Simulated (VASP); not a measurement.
# GaN (gallium nitride) (P6_3mc) in VASP: single point with PBE

Aim: the single point of GaN (gallium nitride) with PBE.

All numbers are computed with VASP 6.6.1; they aren't measurements. Logs are shortened: lines on timing, memory, paths and dates and some standing lists are left out, and cuts for length are marked.

### Step 1. The cell of the first run

Symmetry: P6_3mc, No. 186, hexagonal system. The conventional cell has a = 3.218 Å, b = 3.218 Å, c = 5.243 Å, α = 90.00°, β = 90.00°, γ = 120.00°. Ga (site symmetry 3m) has 4 N at 1.97 to 1.98 Å within 2.6 Å. N (site symmetry 3m) has 4 Ga at 1.97 to 1.98 Å within 2.6 Å.

### Step 2. Single point, PBE

Input file INCAR:

```
SYSTEM = GaN
PREC = Accurate
ENCUT = 520
EDIFF = 1E-6
ISMEAR = 0
SIGMA = 0.01
LREAL = .False.
LASPH = .True.
NELM = 80
ALGO = Normal
ISIF = 2
LWAVE = .False.
LCHARG = .False.
GGA = PE
NBANDS = 26
```

Input file KPOINTS:

```
regular mesh
0
Gamma
  8 8 5
  0 0 0
```

Input file POSCAR:

```
GaN
1.0
    3.2180015741      0.0000000000      0.0000000000
   -1.6090007870      2.7868711126      0.0000000000
    0.0000000000      0.0000000000      5.2430239502
Ga N
2 2
Direct
    0.3333333333      0.6666666667      0.0000456730
    0.6666666667      0.3333333333      0.5000456730
    0.3333333333      0.6666666667      0.3767543270
    0.6666666667      0.3333333333      0.8767543270
```

Potentials or basis: VASP PAW PBE potentials, release 64 (Ga_d, N).

Launch:

```sh
$ cat potpaw_PBE.64/Ga_d/POTCAR potpaw_PBE.64/N/POTCAR > POTCAR
$ mpirun -np 1 vasp_std > vasp.out
```

OUTCAR:

```text
SYSTEM = GaN
   PREC = Accurate
   ENCUT = 520
   EDIFF = 1E-6
   ISMEAR = 0
   LREAL = .False.
   LASPH = .True.
   NELM = 80
   ISIF = 2
   GGA = PE

 ion  position               nearest neighbor table
   1  0.333  0.667  0.000-   4 1.97   4 1.97   4 1.97   3 1.98
   2  0.667  0.333  0.500-   3 1.97   3 1.97   3 1.97   4 1.98
   3  0.333  0.667  0.377-   2 1.97   2 1.97   2 1.97   1 1.98
   4  0.667  0.333  0.877-   1 1.97   1 1.97   1 1.97   2 1.98

  LATTYP: Found a hexagonal cell.
 ALAT       =     3.2180015741
 C/A-ratio  =     1.6292794859

  Lattice vectors:

 A1 = (   3.2180015741,   0.0000000000,   0.0000000000)
 A2 = (  -1.6090007870,   2.7868711126,   0.0000000000)
 A3 = (   0.0000000000,   0.0000000000,   5.2430239502)

Analysis of symmetry for initial positions (statically):
=====================================================================
 Subroutine PRICEL returns:
 Original cell was already a primitive cell.

 Routine SETGRP: Setting up the symmetry group for a
 hexagonal supercell.

 Subroutine GETGRP returns: Found 12 space group operations
 (whereof  6 operations were pure point group operations)
 out of a pool of 24 trial point group operations.

The static configuration has the point symmetry C_3v.
 The point group associated with its full space group is C_6v.

Analysis of symmetry for dynamics (positions and initial velocities):
=====================================================================
 Subroutine PRICEL returns:
 Original cell was already a primitive cell.

 Routine SETGRP: Setting up the symmetry group for a
 hexagonal supercell.

 Subroutine GETGRP returns: Found 12 space group operations
 (whereof  6 operations were pure point group operations)
 out of a pool of 24 trial point group operations.

The dynamic configuration has the point symmetry C_3v.
 The point group associated with its full space group is C_6v.

 Subroutine INISYM returns: Found 12 space group operations
 (whereof  6 operations are pure point group operations),
 and found     1 'primitive' translations

----------------------------------------------------------------------------------------

                                     Primitive cell

  volume of cell :      47.0203

  direct lattice vectors                    reciprocal lattice vectors
     3.218001574  0.000000000  0.000000000     0.310751868  0.179412675  0.000000000
    -1.609000787  2.786871113  0.000000000     0.000000000  0.358825349  0.000000000
     0.000000000  0.000000000  5.243023950     0.000000000  0.000000000  0.190729627

  length of vectors
     3.218001574  3.218001574  5.243023950     0.358825349  0.358825349  0.190729627

  position of ions in fractional coordinates (direct lattice)
     0.333333333  0.666666667  0.000045673
     0.666666667  0.333333333  0.500045673
     0.333333333  0.666666667  0.376754327
     0.666666667  0.333333333  0.876754327

  ion indices of the primitive-cell ions
   primitive index   ion index
                 1           1
                 2           2
                 3           3
                 4           4

----------------------------------------------------------------------------------------

 KPOINTS: regular mesh

Automatic generation of k-mesh.
 Grid dimensions read from file:
 generate k-points for:    8    8    5

 Generating k-lattice:

  Cartesian coordinates                     Fractional coordinates (reciprocal lattice)
     0.038843983  0.022426584  0.000000000     0.125000000 -0.000000000  0.000000000
     0.000000000  0.044853169  0.000000000     0.000000000  0.125000000  0.000000000
     0.000000000  0.000000000  0.038145925     0.000000000  0.000000000  0.200000000

  Length of vectors
     0.044853169  0.044853169  0.038145925

  Shift w.r.t. Gamma in fractional coordinates (k-lattice)
     0.000000000  0.000000000  0.000000000

 Subroutine IBZKPT returns following result:
 ===========================================

 Found     30 irreducible k-points:

 Following reciprocal coordinates:
            Coordinates               Weight
  0.000000  0.000000  0.000000      1.000000
  0.125000 -0.000000  0.000000      6.000000
  0.250000 -0.000000  0.000000      6.000000
  0.375000 -0.000000  0.000000      6.000000
  0.500000 -0.000000  0.000000      3.000000
  0.125000  0.125000  0.000000      6.000000
[... 16 lines left out ...]
  0.250000 -0.000000  0.400000     12.000000
  0.375000 -0.000000  0.400000     12.000000
 [... further k-points ...]
   k-points           NKPTS =     30   k-points in BZ     NKDIM =     30   number of bands    NBANDS=     26
   number of dos      NEDOS =    301   number of ions     NIONS =      4
   total plane-waves  NPLWV =  23040
   dimension x,y,z NGX =    24 NGY =   24 NGZ =   40
   dimension x,y,z NGXF=    48 NGYF=   48 NGZF=   80
   ions per type =               2   2
   NGX,Y,Z   is equivalent  to a cutoff of  12.40, 12.40, 12.68 a.u.
   NGXF,Y,Z  is equivalent  to a cutoff of  24.80, 24.80, 25.37 a.u.
 SYSTEM =  GaN
   PREC   = accura    normal or accurate (medium, high low for compatibility)
   ISTART =      0    job   : 0-new  1-cont  2-samecut
   ICHARG =      2    charge: 1-file 2-atom 10-const
   ISPIN  =      1    spin polarized calculation?
   LNONCOLLINEAR =      F non collinear calculations
   LSORBIT =      F    spin-orbit coupling
   LASPH  =      T    aspherical Exc in radial PAW
   ENCUT  =  520.0 eV  38.22 Ry    6.18 a.u.   5.98  5.98  9.75*2*pi/ulx,y,z
   NELM   =     80;   NELMIN=  2; NELMDL= -5     # of ELM steps
   EDIFF  = 0.1E-05   stopping-criterion for ELM
   LREAL  =      F    real-space projection
   EDIFFG = 0.1E-04   stopping-criterion for IOM
   NSW    =      0    number of steps for IOM
   IBRION =     -1    ionic relax: 0-MD 1-quasi-New 2-CG
   NFREE  =      0    steps in history (QN), initial steepest desc. (CG)
   ISIF   =      2    stress and relaxation
   ISYM   =      2    0-nonsym 1-usesym 2-fastsym
   POTIM  = 0.5000    time-step for ionic-motion
   TEBEG  =    0.0;   TEEND  =   0.0 temperature during run
   PSTRESS=    0.0 pullay stress
   NELECT =      36.0000    total number of electrons
   NUPDOWN=      -1.0000    fix difference up-down
   EMIN   =  10.00;   EMAX   =-10.00  energy-range for DOS
   EFERMI =   0.00;   METHOD = LEGACY
   ISMEAR =     0;   SIGMA  =   0.01  broadening in eV -4-tet -1-fermi 0-gaus
   EFERMI_NEDOS =   21; number of points for ismear=-14 and -15
   IALGO  =     38    algorithm
   IMIX   =      4    mixing-type and parameters
     AMIX     =   0.40;   BMIX     =  1.00
     AMIX_MAG =   1.60;   BMIX_MAG =  1.00
  volume/ion in A,a.u.               =      11.76        79.33
  Fermi-wavevector in a.u.,A,eV,Ry     =   1.497663  2.830172 30.517779  2.242993
  Thomas-Fermi vector in A             =   2.609522
   LORBIT       =      0    0 simple, 1 ext, 2 COOP (PROOUT), +10 PAW based schemes
   GGA     = PE    functional components
   LHFCALC =     F    Hartree Fock is set to
   AEXX    =    0.0000 exact exchange contribution
   IVDW    =     0    specifies the selected vdW correction
   LEPSILON=     F    determine dielectric tensor
   LRPA    =     F    only Hartree local field effects (RPA)
 non-spin polarized calculation
 Gauss-broadening in eV      SIGMA  =   0.01
  energy-cutoff  :      520.00
  volume of cell :       47.02
 maximum number of plane-waves:      1279
 NGX is ok and might be reduce to    24
   NGX = 11   NGY = 11   NGZ = 19

 number of electron      35.9999955 magnetization

 Free energy of the ion-electron system (eV)
  ---------------------------------------------------
  ext. energy  EPLUGINS =         0.00000000
  ---------------------------------------------------
  free energy    TOTEN  =       -24.32731235 eV

  energy without entropy =      -24.32731235  energy(sigma->0) =      -24.32731235

 E-fermi :   5.0914     XC(G=0): -11.5163

 val. band max:        5.0120672020   @ k =   0.0000   0.0000   0.0000
 cond. band min:       6.7291233580   @ k =   0.0000   0.0000   0.0000
 fundamental gap:      1.7170561561
 Fermi energy:         5.0913687714

 k-point     1 :       0.0000    0.0000    0.0000
  band No.  band energies     occupation
      1     -10.7257      2.00000
      2      -9.9017      2.00000
      3      -8.4092      2.00000
      4      -8.3948      2.00000
      5      -8.3948      2.00000
      6      -8.3389      2.00000
[... 18 lines left out ...]
     25      16.5020      0.00000
     26      16.5020      0.00000

 k-point     2 :       0.1250   -0.0000    0.0000
  band No.  band energies     occupation
      1     -10.5852      2.00000
      2      -9.8684      2.00000
      3      -8.3934      2.00000
      4      -8.3751      2.00000
      5      -8.3440      2.00000
      6      -8.3197      2.00000
[... 18 lines left out ...]
     25      16.0535      0.00000
     26      16.8126      0.00000

 k-point     3 :       0.2500   -0.0000    0.0000
  band No.  band energies     occupation
      1     -10.2621      2.00000
      2      -9.8058      2.00000
      3      -8.3578      2.00000
      4      -8.3406      2.00000
      5      -8.2790      2.00000
      6      -8.2455      2.00000
[... 18 lines left out ...]
     25      16.2764      0.00000
     26      17.4859      0.00000

 k-point     4 :       0.3750   -0.0000    0.0000
  band No.  band energies     occupation
      1      -9.9948      2.00000
      2      -9.7665      2.00000
      3      -8.3445      2.00000
      4      -8.3275      2.00000
      5      -8.2460      2.00000
      6      -8.1953      2.00000
[... 18 lines left out ...]
     25      16.7469      0.00000
     26      17.9699      0.00000

 k-point     5 :       0.5000   -0.0000    0.0000
  band No.  band energies     occupation
      1      -9.9087      2.00000
      2      -9.7564      2.00000
      3      -8.3475      2.00000
      4      -8.3271      2.00000
      5      -8.2380      2.00000
      6      -8.1990      2.00000
[... 18 lines left out ...]
     25      17.2922      0.00000
     26      18.0297      0.00000

 k-point     6 :       0.1250    0.1250    0.0000
  band No.  band energies     occupation
      1     -10.3527      2.00000
      2      -9.8215      2.00000
      3      -8.3603      2.00000
      4      -8.3538      2.00000
      5      -8.2954      2.00000
      6      -8.2820      2.00000
[... 427 lines left out ...]
 k-point    21 :       0.0000    0.0000    0.4000
  band No.  band energies     occupation
      1     -10.3511      2.00000
      2     -10.0841      2.00000
      3      -8.3837      2.00000
      4      -8.3837      2.00000
      5      -8.3662      2.00000
      6      -8.3662      2.00000
[... 18 lines left out ...]
     25      15.5398      0.00000
     26      15.5398      0.00000

 k-point    22 :       0.1250   -0.0000    0.4000
  band No.  band energies     occupation
      1     -10.2468      2.00000
      2     -10.0172      2.00000
      3      -8.3700      2.00000
      4      -8.3601      2.00000
      5      -8.3513      2.00000
      6      -8.3402      2.00000
[... 18 lines left out ...]
     25      15.4217      0.00000
     26      15.9157      0.00000

 k-point    23 :       0.2500   -0.0000    0.4000
  band No.  band energies     occupation
      1     -10.0255      2.00000
      2      -9.8842      2.00000
      3      -8.3462      2.00000
      4      -8.3212      2.00000
      5      -8.3094      2.00000
      6      -8.2798      2.00000
[... 18 lines left out ...]
     25      16.1296      0.00000
     26      16.7101      0.00000

 k-point    24 :       0.3750   -0.0000    0.4000
  band No.  band energies     occupation
      1      -9.8625      2.00000
      2      -9.7930      2.00000
      3      -8.3515      2.00000
      4      -8.3201      2.00000
      5      -8.2741      2.00000
      6      -8.2280      2.00000
[... 18 lines left out ...]
     25      16.4495      0.00000
     26      17.3453      0.00000

 [... further k-points ...]

------------------------ aborting loop because EDIFF is reached ----------------------------------------

  FORCE on cell =-STRESS in cart. coord.  units (eV):
  Direction    XX          YY          ZZ          XY          YZ          ZX
  --------------------------------------------------------------------------------------
  -------------------------------------------------------------------------------------
  Total        0.0500416      0.0500416      0.0515120      0.0000000      0.0000000      0.0000000
  in kB        1.7051283      1.7051283      1.7552291      0.0000000      0.0000000      0.0000000
  external PRESSURE =       1.7218285 kB  Pullay stress =       0.0000000 kB

 VOLUME and BASIS-vectors are now :
 -----------------------------------------------------------------------------
  energy-cutoff  :      520.00
  volume of cell :       47.02
      direct lattice vectors                 reciprocal lattice vectors
     3.218001574  0.000000000  0.000000000     0.310751868  0.179412675  0.000000000
    -1.609000787  2.786871113  0.000000000     0.000000000  0.358825349  0.000000000
     0.000000000  0.000000000  5.243023950     0.000000000  0.000000000  0.190729627

 POSITION                                       TOTAL-FORCE (eV/Angst)
 -----------------------------------------------------------------------------------
     -0.00000      1.85791      0.00024        -0.000000      0.000000     -0.000428
      1.60900      0.92896      2.62175         0.000000     -0.000000     -0.000428
     -0.00000      1.85791      1.97533        -0.000000      0.000000      0.000428
      1.60900      0.92896      4.59684        -0.000000      0.000000      0.000428
 -----------------------------------------------------------------------------------
    total drift:                               -0.000001     -0.000001     -0.000493

  FREE ENERGIE OF THE ION-ELECTRON SYSTEM (eV)
  ---------------------------------------------------
  free  energy   TOTEN  =       -24.3273123505 eV

  energy  without entropy=      -24.3273123505  energy(sigma->0) =      -24.32731235
```

Run time: 18 s. Hardware: 1 thread of AMD EPYC 9R45 (Zen 5), shared host; peak memory 0.14 GiB.

Results:

```yaml
Free_energy: -24.3273 eV
Pressure: 0.2 GPa
Band_gap_on_the_k_mesh: 1.72 eV, direct
```

Expect the measured gap to be larger: semilocal functionals such as PBE lack the derivative discontinuity.
